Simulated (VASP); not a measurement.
Wanted: the native input for a VASP 6.6.1 run.

```
Task                   : single point
Functional             : PBE
Potentials or basis    : VASP PAW PBE potentials, release 64 (V_sv)
Cutoff                 : 520 eV
k mesh                 : 10 × 10 × 10
Occupations            : fermi-dirac, width 0.1 eV
Spin                   : collinear spin, ferromagnetic start
Starting moments       : [2.0, 2.0] μB
Hubbard terms          : V d U = 4.3 eV
Dipole correction      : no
Further INCAR settings : ALGO = Normal; EDIFF = 1e-06; NBANDS = 24
```

The structure of V lies in POSCAR:

```
V
1.0
    3.0240000000      0.0000000000      0.0000000000
    0.0000000000      3.0240000000      0.0000000000
    0.0000000000      0.0000000000      3.0240000000
V
2
Direct
    0.0000000000      0.0000000000      0.0000000000
    0.5000000000      0.5000000000      0.5000000000
```

These files were run (other wordings do the same):

INCAR

```
ALGO     = Normal         # electronic algorithm
EDIFF    = 1E-6           # SCF threshold, eV
ENCUT    = 520            # plane-wave cutoff, eV
GGA      = PE             # functional
ISIF     = 2              # what is computed and relaxed
ISMEAR   = -1             # smearing method
ISPIN    = 2              # spin polarisation
LASPH    = True           # aspherical terms in the spheres
LCHARG   = False          # write CHGCAR
LDAU     = True           # DFT+U
LDAUJ    = 0            
LDAUL    = 2              # shell
LDAUPRINT= 1            
LDAUTYPE = 2            
LDAUU    = 4.3            # U, eV
LMAXMIX  = 4              # l up to which the mixer works
LORBIT   = 11             # projections on sites
LREAL    = False          # projectors in reciprocal space
LWAVE    = False          # write WAVECAR
MAGMOM   = 2 2            # initial moments
NBANDS   = 24             # bands
NELM     = 150            # most SCF steps
PREC     = Accurate       # precision mode
SIGMA    = 0.1            # smearing width, eV
```

KPOINTS

```
k-points
0
Gamma
  10 10 10
```

Potentials or basis: VASP PAW PBE potentials, release 64 (V_sv).

Launch:

```console
$ cat potpaw_PBE.64/V_sv/POTCAR > POTCAR
$ mpirun -np 1 vasp_std > vasp.out
```

It gave:

The pressure is 18.7 GPa. The net moment is 2.31 μB per cell. The site moments are V +1.06 μB and the valence electrons inside the program's atomic spheres are V 11.54.

Caveat: the cell stands under pressure; the U is typed as a test and isn't derived for this compound.

Wall time 38 s on 1 thread of Intel(R) Xeon(R) Platinum 8375C CPU @ 2.90GHz (Ice Lake), with other jobs on the host, peak memory 0.18 GiB.
